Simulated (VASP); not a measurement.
# NaH (Pm-3m) in VASP: a series of runs

NaH is run at these levels: PBEsol, r2SCAN; tasks: single point.

All numbers are computed with VASP 6.6.1; they aren't measurements. Logs are shortened: lines on timing, memory, paths and dates and some standing lists are left out, and cuts for length are marked.

## Step 1: The cell of the first run

Symmetry: Pm-3m, No. 221, cubic system. The conventional cell has a = 2.932 Å, b = 2.932 Å, c = 2.932 Å, α = 90.00°, β = 90.00°, γ = 90.00°. Within 3.4 Å of Na (site symmetry m-3m) lie 8 H at 2.54 Å and 6 Na at 2.93 Å. Within 3.4 Å of H (site symmetry m-3m) lie 8 Na at 2.54 Å and 6 H at 2.93 Å.

## Step 2: Single point, PBEsol

The input, INCAR:

```
SYSTEM = NaH
PREC     = Accurate       ! precision mode
ENCUT    = 520            ! plane-wave cutoff, eV
EDIFF    = 1E-6           ! SCF threshold, eV
ISMEAR   = 0              ! smearing method
SIGMA    = 0.01           ! smearing width, eV
LREAL    = .False.        ! projectors in reciprocal space
LASPH    = .True.         ! aspherical terms in the spheres
NELM     = 80             ! most SCF steps
ALGO     = Normal         ! electronic algorithm
ISIF     = 2              ! what is computed and relaxed
LWAVE    = .False.        ! write WAVECAR
LCHARG   = .False.        ! write CHGCAR
GGA      = PS             ! functional
NBANDS   = 11             ! bands
```

The input, KPOINTS:

```
regular mesh
0
Gamma
  8 8 8
  0 0 0
```

The input, POSCAR:

```
NaH
1.0
    2.9323912064      0.0000000000      0.0000000000
    0.0000000000      2.9323912064      0.0000000000
    0.0000000000      0.0000000000      2.9323912064
Na H
1 1
Direct
    0.0000000000      0.0000000000      0.0000000000
    0.5000000000      0.5000000000      0.5000000000
```

Potentials or basis: VASP PAW PBE potentials, release 64 (Na_pv, H).

Command:

```bash
$ cat potpaw_PBE.64/Na_pv/POTCAR potpaw_PBE.64/H/POTCAR > POTCAR
$ mpirun -np 1 vasp_std > vasp.out
```

OUTCAR:

```text
SYSTEM = NaH
   PREC = Accurate
   ENCUT = 520
   EDIFF = 1E-6
   ISMEAR = 0
   LREAL = .False.
   LASPH = .True.
   NELM = 80
   ISIF = 2
   GGA = PS

 ion  position               nearest neighbor table
   1  0.000  0.000  0.000-
   2  0.500  0.500  0.500-

  LATTYP: Found a simple cubic cell.
 ALAT       =     2.9323912064

  Lattice vectors:

 A1 = (   2.9323912064,   0.0000000000,   0.0000000000)
 A2 = (   0.0000000000,   2.9323912064,   0.0000000000)
 A3 = (   0.0000000000,   0.0000000000,   2.9323912064)

Analysis of symmetry for initial positions (statically):
=====================================================================
 Subroutine PRICEL returns:
 Original cell was already a primitive cell.

 Routine SETGRP: Setting up the symmetry group for a
 simple cubic supercell.

 Subroutine GETGRP returns: Found 48 space group operations
 (whereof 48 operations were pure point group operations)
 out of a pool of 48 trial point group operations.

The static configuration has the point symmetry O_h .

Analysis of symmetry for dynamics (positions and initial velocities):
=====================================================================
 Subroutine PRICEL returns:
 Original cell was already a primitive cell.

 Routine SETGRP: Setting up the symmetry group for a
 simple cubic supercell.

 Subroutine GETGRP returns: Found 48 space group operations
 (whereof 48 operations were pure point group operations)
 out of a pool of 48 trial point group operations.

The dynamic configuration has the point symmetry O_h .

 Subroutine INISYM returns: Found 48 space group operations
 (whereof 48 operations are pure point group operations),
 and found     1 'primitive' translations

----------------------------------------------------------------------------------------

                                     Primitive cell

  volume of cell :      25.2154

  direct lattice vectors                    reciprocal lattice vectors
     2.932391206  0.000000000  0.000000000     0.341018619  0.000000000  0.000000000
     0.000000000  2.932391206  0.000000000     0.000000000  0.341018619  0.000000000
     0.000000000  0.000000000  2.932391206     0.000000000  0.000000000  0.341018619

  length of vectors
     2.932391206  2.932391206  2.932391206     0.341018619  0.341018619  0.341018619

  position of ions in fractional coordinates (direct lattice)
     0.000000000  0.000000000  0.000000000
     0.500000000  0.500000000  0.500000000

  ion indices of the primitive-cell ions
   primitive index   ion index
                 1           1
                 2           2

----------------------------------------------------------------------------------------

 KPOINTS: regular mesh

Automatic generation of k-mesh.
 Grid dimensions read from file:
 generate k-points for:    8    8    8

 Generating k-lattice:

  Cartesian coordinates                     Fractional coordinates (reciprocal lattice)
     0.042627327  0.000000000  0.000000000     0.125000000  0.000000000  0.000000000
     0.000000000  0.042627327  0.000000000     0.000000000  0.125000000  0.000000000
     0.000000000  0.000000000  0.042627327     0.000000000  0.000000000  0.125000000

  Length of vectors
     0.042627327  0.042627327  0.042627327

  Shift w.r.t. Gamma in fractional coordinates (k-lattice)
     0.000000000  0.000000000  0.000000000

 Subroutine IBZKPT returns following result:
 ===========================================

 Found     35 irreducible k-points:

 Following reciprocal coordinates:
            Coordinates               Weight
  0.000000  0.000000  0.000000      1.000000
  0.125000  0.000000  0.000000      6.000000
  0.250000  0.000000  0.000000      6.000000
  0.375000  0.000000  0.000000      6.000000
  0.500000  0.000000  0.000000      3.000000
  0.125000  0.125000  0.000000     12.000000
[... 16 lines left out ...]
  0.375000  0.375000  0.125000     24.000000
  0.500000  0.375000  0.125000     24.000000
 [... further k-points ...]
   k-points           NKPTS =     35   k-points in BZ     NKDIM =     35   number of bands    NBANDS=     11
   number of dos      NEDOS =    301   number of ions     NIONS =      2
   total plane-waves  NPLWV =  13824
   dimension x,y,z NGX =    24 NGY =   24 NGZ =   24
   dimension x,y,z NGXF=    48 NGYF=   48 NGZF=   48
   ions per type =               1   1
   NGX,Y,Z   is equivalent  to a cutoff of  13.61, 13.61, 13.61 a.u.
   NGXF,Y,Z  is equivalent  to a cutoff of  27.21, 27.21, 27.21 a.u.
 SYSTEM =  NaH
   PREC   = accura    normal or accurate (medium, high low for compatibility)
   ISTART =      0    job   : 0-new  1-cont  2-samecut
   ICHARG =      2    charge: 1-file 2-atom 10-const
   ISPIN  =      1    spin polarized calculation?
   LNONCOLLINEAR =      F non collinear calculations
   LSORBIT =      F    spin-orbit coupling
   LASPH  =      T    aspherical Exc in radial PAW
   ENCUT  =  520.0 eV  38.22 Ry    6.18 a.u.   5.45  5.45  5.45*2*pi/ulx,y,z
   NELM   =     80;   NELMIN=  2; NELMDL= -5     # of ELM steps
   EDIFF  = 0.1E-05   stopping-criterion for ELM
   LREAL  =      F    real-space projection
   EDIFFG = 0.1E-04   stopping-criterion for IOM
   NSW    =      0    number of steps for IOM
   IBRION =     -1    ionic relax: 0-MD 1-quasi-New 2-CG
   NFREE  =      0    steps in history (QN), initial steepest desc. (CG)
   ISIF   =      2    stress and relaxation
   ISYM   =      2    0-nonsym 1-usesym 2-fastsym
   POTIM  = 0.5000    time-step for ionic-motion
   TEBEG  =    0.0;   TEEND  =   0.0 temperature during run
   PSTRESS=    0.0 pullay stress
   NELECT =       8.0000    total number of electrons
   NUPDOWN=      -1.0000    fix difference up-down
   EMIN   =  10.00;   EMAX   =-10.00  energy-range for DOS
   EFERMI =   0.00;   METHOD = LEGACY
   ISMEAR =     0;   SIGMA  =   0.01  broadening in eV -4-tet -1-fermi 0-gaus
   EFERMI_NEDOS =   21; number of points for ismear=-14 and -15
   IALGO  =     38    algorithm
   IMIX   =      4    mixing-type and parameters
     AMIX     =   0.40;   BMIX     =  1.00
     AMIX_MAG =   1.60;   BMIX_MAG =  1.00
  volume/ion in A,a.u.               =      12.61        85.08
  Fermi-wavevector in a.u.,A,eV,Ry     =   1.116562  2.109997 16.962535  1.246711
  Thomas-Fermi vector in A             =   2.253177
   LORBIT       =      0    0 simple, 1 ext, 2 COOP (PROOUT), +10 PAW based schemes
   GGA     = PS    functional components
   LHFCALC =     F    Hartree Fock is set to
   AEXX    =    0.0000 exact exchange contribution
   IVDW    =     0    specifies the selected vdW correction
   LEPSILON=     F    determine dielectric tensor
   LRPA    =     F    only Hartree local field effects (RPA)
 non-spin polarized calculation
 Gauss-broadening in eV      SIGMA  =   0.01
  energy-cutoff  :      520.00
  volume of cell :       25.22
 maximum number of plane-waves:       691
 NGX is ok and might be reduce to    24
   NGX = 11   NGY = 11   NGZ = 11

 number of electron       8.0000014 magnetization

 Free energy of the ion-electron system (eV)
  ---------------------------------------------------
  ext. energy  EPLUGINS =         0.00000000
  ---------------------------------------------------
  free energy    TOTEN  =        -4.78854307 eV

  energy without entropy =       -4.78854307  energy(sigma->0) =       -4.78854307

 E-fermi :   1.5456     XC(G=0):  -8.3428

 val. band max:        1.4978267295   @ k =   0.5000   0.5000   0.5000
 cond. band min:       2.2966441174   @ k =   0.5000   0.0000   0.0000
 fundamental gap:      0.7988173879
 Fermi energy:         1.5456301065

 k-point     1 :       0.0000    0.0000    0.0000
  band No.  band energies     occupation
      1     -23.0041      2.00000
      2     -23.0041      2.00000
      3     -23.0041      2.00000
      4      -4.6886      2.00000
      5      10.3272      0.00000
      6      12.2873      0.00000
      7      12.2873      0.00000
      8      13.9504      0.00000
      9      13.9504      0.00000
     10      13.9504      0.00000
     11      27.3797      0.00000

 k-point     2 :       0.1250    0.0000    0.0000
  band No.  band energies     occupation
      1     -23.0330      2.00000
      2     -23.0016      2.00000
      3     -23.0016      2.00000
      4      -4.4376      2.00000
      5       8.7306      0.00000
      6      11.3597      0.00000
      7      12.5500      0.00000
      8      14.1372      0.00000
      9      14.1372      0.00000
     10      17.0691      0.00000
     11      25.2494      0.00000

 k-point     3 :       0.2500    0.0000    0.0000
  band No.  band energies     occupation
      1     -23.1023      2.00000
      2     -22.9955      2.00000
      3     -22.9955      2.00000
      4      -3.7218      2.00000
      5       5.8114      0.00000
      6      11.7067      0.00000
      7      13.3284      0.00000
      8      14.6794      0.00000
      9      14.6794      0.00000
     10      21.3027      0.00000
     11      22.3769      0.00000

 k-point     4 :       0.3750    0.0000    0.0000
  band No.  band energies     occupation
      1     -23.1708      2.00000
      2     -22.9894      2.00000
      3     -22.9894      2.00000
      4      -2.7118      2.00000
      5       3.4007      0.00000
      6      12.2245      0.00000
      7      14.5604      0.00000
      8      15.4707      0.00000
      9      15.4707      0.00000
     10      19.5158      0.00000
     11      20.3967      0.00000
[... 239 lines left out ...]
 k-point    22 :       0.5000    0.2500    0.1250
  band No.  band energies     occupation
      1     -23.1775      2.00000
      2     -23.0735      2.00000
      3     -23.0044      2.00000
      4      -1.1926      2.00000
      5       3.6576      0.00000
      6       8.6470      0.00000
      7      12.0669      0.00000
      8      12.7554      0.00000
      9      16.6486      0.00000
     10      19.1877      0.00000
     11      22.7886      0.00000

 k-point    23 :       0.3750    0.3750    0.1250
  band No.  band energies     occupation
      1     -23.1424      2.00000
      2     -23.1376      2.00000
      3     -23.0009      2.00000
      4      -0.9476      2.00000
      5       5.4160      0.00000
      6       6.2256      0.00000
      7      10.8183      0.00000
      8      13.1069      0.00000
      9      17.8380      0.00000
     10      18.0466      0.00000
     11      21.7919      0.00000

 k-point    24 :       0.5000    0.3750    0.1250
  band No.  band energies     occupation
      1     -23.1658      2.00000
      2     -23.1355      2.00000
      3     -22.9983      2.00000
      4      -0.5107      2.00000
      5       4.8625      0.00000
      6       6.6168      0.00000
      7       9.7840      0.00000
      8      13.5331      0.00000
      9      17.0773      0.00000
     10      18.2318      0.00000
     11      22.5842      0.00000

 [... further k-points ...]

------------------------ aborting loop because EDIFF is reached ----------------------------------------

  FORCE on cell =-STRESS in cart. coord.  units (eV):
  Direction    XX          YY          ZZ          XY          YZ          ZX
  --------------------------------------------------------------------------------------
  -------------------------------------------------------------------------------------
  Total        0.0195964      0.0195964      0.0195964     -0.0000000      0.0000000      0.0000000
  in kB        1.2451475      1.2451475      1.2451475     -0.0000000      0.0000000      0.0000000
  external PRESSURE =       1.2451475 kB  Pullay stress =       0.0000000 kB

 VOLUME and BASIS-vectors are now :
 -----------------------------------------------------------------------------
  energy-cutoff  :      520.00
  volume of cell :       25.22
      direct lattice vectors                 reciprocal lattice vectors
     2.932391206  0.000000000  0.000000000     0.341018619  0.000000000  0.000000000
     0.000000000  2.932391206  0.000000000     0.000000000  0.341018619  0.000000000
     0.000000000  0.000000000  2.932391206     0.000000000  0.000000000  0.341018619

 POSITION                                       TOTAL-FORCE (eV/Angst)
 -----------------------------------------------------------------------------------
      0.00000      0.00000      0.00000         0.000000      0.000000      0.000000
      1.46620      1.46620      1.46620         0.000000      0.000000      0.000000
 -----------------------------------------------------------------------------------
    total drift:                                0.000000      0.000000      0.000000

  FREE ENERGIE OF THE ION-ELECTRON SYSTEM (eV)
  ---------------------------------------------------
  free  energy   TOTEN  =        -4.7885430731 eV

  energy  without entropy=       -4.7885430731  energy(sigma->0) =       -4.78854307
```

Run time: 5.1 s. Hardware: 1 thread of Intel Xeon Platinum 8259CL at 2.50GHz (Skylake/Cascade Lake), shared host; peak memory 0.13 GiB.

What came out:

| Quantity | Value |
| --- | --- |
| Free energy | -4.7885 eV |
| Pressure | 0.1 GPa |
| Band gap on the k mesh | 0.80 eV, indirect (least direct gap 4.38 eV) |

Caveat: the PAW data sets were made with another functional, which shifts forces and pressure a little. A k mesh can miss the band edges.

[end of part 1 of 2]
